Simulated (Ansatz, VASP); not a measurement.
EuO: VASP beside Ansatz

```
CELL_PARAMETERS angstrom
0.00000 2.57195 2.57195
2.57195 0.00000 2.57195
2.57195 2.57195 0.00000
ATOMIC_POSITIONS crystal
Eu 0.50000 0.50000 0.50000
O 0.00000 0.00000 0.00000
```

Alike in both runs: task single point; functional PBEsol; k mesh 6 × 6 × 6; occupations gaussian, width 0.05 eV; collinear spin.

|  | VASP | Ansatz |
| --- | --- | --- |
| version | VASP 6.6.1 | Ansatz 0.2.0 |
| potentials or method | VASP PAW PBE potentials, release 64 (Eu, O), cutoff 600 eV | scalar-relativistic, plane waves, PAW |
| valence electrons in the cell | 23 | 23 |

|  | VASP | Ansatz | Ansatz less VASP |
| --- | --- | --- | --- |
| gap on the k mesh at the Fermi level (eV) | none | none | - |
| pressure (GPa) | -9.5 | -9.2 | +0.32 |
| net moment per atom (μB) | 3.49 | 3.49 | 0.000 |
| size of the moment on the site where the two differ most (μB) | 0.10 | 0.08 | -0.019 |

VASP's potentials were made for PBE, not for PBEsol. Site moments also hang on the region over which each program counts them. A gap of «none» marks a metal or a gap that the smearing closes. Ansatz's warnings: specified occupation not kept, symmetry narrowed by occupation matrices.

Neither program's run includes spin-orbit coupling.
